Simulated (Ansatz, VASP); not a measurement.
## One calculation of Pt, two programs

Contents of INCAR:

```
SYSTEM = Pt
ALGO = Normal ; EDIFF = 1E-6
ENCUT = 520 ; ISIF = 2
ISMEAR = 0 ; LASPH = .True.
LCHARG = .False. ; LREAL = .False.
LWAVE = .False. ; NBANDS = 11
NELM = 80 ; PREC = Accurate
SIGMA = 0.15
```

Contents of KPOINTS:

```
k-points
0
Gamma
  22 22 22
  0 0 0
```

Contents of POSCAR:

```
Pt
1.0
    0.0000000000      2.2411770984      1.4101486303
    2.2411770984      0.0000000000      1.4101486303
    2.2411770984      2.2411770984      0.0000000000
Pt
1
Direct
    0.0000000000      0.0000000000      0.0000000000
```

Input for Ansatz:

```yaml
crystal:
  lattice:
    - [0.0, 2.2411770984, 1.4101486303]
    - [2.2411770984, 0.0, 1.4101486303]
    - [2.2411770984, 2.2411770984, 0.0]
  atoms:
    - { symbol: Pt, position: [0.0, 0.0, 0.0] }
basis:
  ecutwfc: 420
kpoints:
  mp_grid: { grid: [22, 22, 22] }
hamiltonian:
  xc: lda
  pseudopotentials: { kind: paw, azcp: { folder: soft_1 } }
scf:
  occupations: { method: gaussian, width: 0.15 }
output:
  forces: true
  stress: true
  eigenvalues: true
```

Alike in both runs: task single point; functional LDA; k mesh 22 × 22 × 22; occupations gaussian, width 0.15 eV; no spin polarisation.

```csv
,VASP,Ansatz
version,VASP 6.6.1,Ansatz 0.2.0
potentials or method,"VASP PAW LDA potentials, release 64 (Pt), cutoff 520 eV","scalar-relativistic, plane waves, PAW"
valence electrons in the cell,10,18
```

VASP gave:

| Property | Result |
| --- | --- |
| gap on the k mesh at the Fermi level (eV) | none |
| pressure (GPa) | 17.8 |
| traceless stress, the component that is largest in VASP (GPa) | -9.31 |

**Question.** Which values does Ansatz return?

**Answer.** gap on the k mesh at the Fermi level (eV): none; pressure (GPa): 16.9; traceless stress, the component that is largest in VASP (GPa): -9.59.

Ansatz warns that its potentials were made for another functional, while VASP's fit it. LDA's correlation is that of Perdew and Zunger in VASP and of Perdew and Wang (1992) in Ansatz. A gap of «none» marks a metal or a gap that the smearing closes. VASP's potentials hold 10 valence electrons a cell and Ansatz's 18, so a difference there can come from the potentials and not from the codes.

Spin-orbit coupling is off throughout.
